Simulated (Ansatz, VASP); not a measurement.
One calculation of NaS6, two programs

```
Na S
1.0
     0.00000    3.98526    3.98526
     3.98526    0.00000    3.98526
     3.98526    3.98526    0.00000
Na S
1 6
Direct
  0.50000 0.50000 0.50000
  0.50000 0.00000 0.00000
  0.00000 0.50000 0.50000
  0.00000 0.50000 0.00000
  0.50000 0.00000 0.50000
  0.00000 0.00000 0.50000
  0.50000 0.50000 0.00000
```

Alike in both runs: functional PBE; k mesh 8 × 8 × 8; occupations gaussian, width 0.1 eV; no spin polarisation.

Ansatz relaxed the structure, and its values are those at the end. VASP's run is a single point on that final structure, the one shown.

|  | VASP | Ansatz |
| --- | --- | --- |
| version | VASP 6.6.1 | Ansatz 0.2.0 |
| potentials or method | VASP PAW PBE potentials, release 64 (Na_pv, S), cutoff 520 eV | scalar-relativistic, plane waves, PAW |
| valence electrons in the cell | 43 | 45 |

```csv
,VASP,Ansatz,Ansatz less VASP
gap on the k mesh at the Fermi level (eV),none,none,-
pressure (GPa),0.0,0.0,+0.07
```

A gap of «none» marks a metal or a gap that the smearing closes. With one functional, cell and mesh, what is left measures potentials, basis and numerics. VASP's potentials hold 43 valence electrons a cell and Ansatz's 45, so a difference there can come from the potentials and not from the codes.
